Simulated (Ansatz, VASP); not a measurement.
## Two plane-wave programs on Rb

```
Rb
1.0
     2.53818   -4.44472    0.00000
     2.53818    4.44472    0.00000
     0.00000    0.00000    8.44800
Rb
2
Direct
  0.16179 0.83499 0.75168
  0.82976 0.17348 0.25167
```

Change from the starting cell: atoms moved at random, drawn with an rms of 0.05 Å.

Alike in both runs: task single point; functional PBE; k mesh 6 × 6 × 3; occupations fermi-dirac, width 0.05 eV; no spin polarisation.

```csv
,VASP,Ansatz
version,VASP 6.6.1,Ansatz 0.2.0
potentials or method,"VASP PAW PBE potentials, release 64 (Rb_sv)",Ansatz PAW
plane-wave cutoff (eV),520,420
valence electrons in the cell,18,18
```

|  | VASP | Ansatz | Ansatz less VASP |
| --- | --- | --- | --- |
| gap on the k mesh at the Fermi level (eV) | none | none | - |
| pressure (GPa) | -0.1 | -0.1 | 0.00 |
| traceless stress, the component that is largest in VASP (GPa) | -0.07 | -0.07 | 0.000 |

A gap of «none» marks a metal or a gap that the smearing closes. With one functional, cell and mesh, what is left measures potentials, basis and numerics.
